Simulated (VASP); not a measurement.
Here is a VASP 6.6.1 calculation.

File INCAR:

```
PREC = Accurate
ENCUT = 520
EDIFF = 1E-6
ISMEAR = 0
SIGMA = 0.05
LREAL = False
LASPH = True
NELM = 60
ALGO = Normal
ISIF = 2
LWAVE = False
LCHARG = False
GGA = PE
IVDW = 12
NBANDS = 31
```

KPOINTS

```
Automatic mesh
0
Gamma
  7 11 3
```

The input POSCAR:

```
C
1.0
    0.0000000000      1.4231666446     -3.3613878322
   -2.4649969361      0.0000000000      0.0000000000
    1.6433312908     10.5928154860      3.2690147732
C
10
Direct
    0.4513338813      0.1148967796      0.7723451695
    0.7579690079      0.6395918514      0.0593877770
    0.9313102263      0.2584180834      0.2376271251
    0.1046514446      0.8772443155      0.4158664732
    0.2779926629      0.4960705476      0.5941058214
    0.8153722104      0.1792343807      0.1188515711
   -0.0112865713      0.7980606128      0.2970909192
    0.1620546471      0.4168868449      0.4753302673
    0.3353958654      1.0357130769      0.6535696154
    0.5087370837      0.6545393090      0.8318089635
```

Potentials or basis: VASP PAW PBE potentials, release 64 (C).

The run is started by

```sh
$ cat potpaw_PBE.64/C/POTCAR > POTCAR
$ mpirun -np 1 vasp_std > vasp.out
```

Task: Estimate the pressure.

Result: -4.1 GPa.

Task: Estimate the dispersion energy per atom.

Result: -0.146 eV.

Stress tensor (GPa, compression positive):
```
-3.56 -1.49 -0.04
-1.49 -8.48  0.03
-0.04  0.03 -0.35
```

Caveat: the cell differs from its parent crystal (the part above a cut slid along it); the stress differs along the axes, from -8 to -0 GPa.
